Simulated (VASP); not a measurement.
A run of VASP 6.6.1 is set up as follows.

The input INCAR:

```
PREC = Accurate
ENCUT = 520
EDIFF = 1E-6
ISMEAR = 0
SIGMA = 0.01
LREAL = False
LASPH = True
NELM = 80
ALGO = Normal
ISIF = 2
LWAVE = False
LCHARG = False
GGA = PE
NBANDS = 11
```

File KPOINTS:

```
regular mesh
0
Gamma
  4 4 4
```

The input POSCAR:

```
MgS
1.0
    0.0000000000      2.6854949430      2.6854949430
    2.6854949430      0.0000000000      2.6854949430
    2.6854949430      2.6854949430      0.0000000000
Mg S
1 1
Direct
    0.0000000000      0.0000000000      0.0000000000
    0.5000000000      0.5000000000      0.5000000000
```

Potentials or basis: VASP PAW PBE potentials, release 64 (Mg, S).

Run with:

```console
$ cat potpaw_PBE.64/Mg/POTCAR potpaw_PBE.64/S/POTCAR > POTCAR
$ mpirun -np 1 vasp_std > vasp.out
```

**Question.** Estimate the pressure.

**Answer.** -5.0 GPa.

**Question.** Estimate the band gap on the k mesh.

**Answer.** 2.54 eV, indirect (least direct gap 2.99 eV).

Caveat: the k points lie up to 0.51 Å⁻¹ apart. A k mesh can miss the band edges.
